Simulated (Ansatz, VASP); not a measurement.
# BaS in VASP and in Ansatz

```
CELL_PARAMETERS angstrom
0.00000 3.19375 3.12988
3.19375 0.00000 3.12988
3.19375 3.19375 0.00000
ATOMIC_POSITIONS crystal
Ba 0.00000 0.00000 0.00000
S 0.50000 0.50000 0.50000
```

Change from the starting cell: zz strain of -2 %.

Alike in both runs: task single point; functional PBEsol; k mesh 8 × 8 × 8; occupations fermi-dirac, width 0.02 eV; no spin polarisation.

```csv
,VASP,Ansatz
version,VASP 6.6.1,Ansatz 0.2.0
potentials or method,"VASP PAW PBE potentials, release 64 (Ba_sv, S), cutoff 520 eV","all-electron LAPW, scalar-relativistic"
```

|  | VASP | Ansatz | Ansatz less VASP |
| --- | --- | --- | --- |
| gap on the k mesh at the Fermi level (eV) | 1.88 | 1.99 | +0.108 |
| pressure (GPa) | 0.4 | -0.2 | -0.67 |
| traceless stress, the component that is largest in VASP (GPa) | 1.29 | 1.17 | -0.118 |

VASP's potentials were made for PBE, not for PBEsol. Ansatz ran all-electron here, and VASP with PAW potentials.

Neither program's run includes spin-orbit coupling.
